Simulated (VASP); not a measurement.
A run of VASP 6.6.1 is set up as follows.

INCAR

```
SYSTEM = TiN
PREC     = Accurate       ! precision mode
ENCUT    = 520            ! plane-wave cutoff, eV
EDIFF    = 1E-6           ! SCF threshold, eV
ISMEAR   = -1             ! smearing method
SIGMA    = 0.1            ! smearing width, eV
LREAL    = .False.        ! projectors in reciprocal space
LASPH    = .True.         ! aspherical terms in the spheres
NELM     = 100            ! most SCF steps
ALGO     = Normal         ! electronic algorithm
ISIF     = 2              ! what is computed and relaxed
LWAVE    = .False.        ! write WAVECAR
LCHARG   = .True.         ! write CHGCAR
GGA      = RP             ! functional
LELF     = .True.         ! ELF
LVHAR    = .True.       
NBANDS   = 16             ! bands
```

File KPOINTS:

```
Automatic mesh
0
Gamma
  12 12 12
  0 0 0
```

POSCAR

```
TiN
1.0
    0.0000000000      2.1190000000      2.1190000000
    2.1190000000      0.0000000000      2.1190000000
    2.1190000000      2.1190000000      0.0000000000
Ti N
1 1
Direct
    0.0000000000      0.0000000000      0.0000000000
    0.5000000000      0.5000000000      0.5000000000
```

Potentials or basis: VASP PAW PBE potentials, release 64 (Ti_sv, N).

Run with:

```sh
$ cat potpaw_PBE.64/Ti_sv/POTCAR potpaw_PBE.64/N/POTCAR > POTCAR
$ mpirun -np 1 vasp_std > vasp.out
```

(1) Estimate the pressure.

Results:

(1) 7.6 GPa.

Caveat: the PAW data sets were made with another functional, which shifts forces and pressure a little.
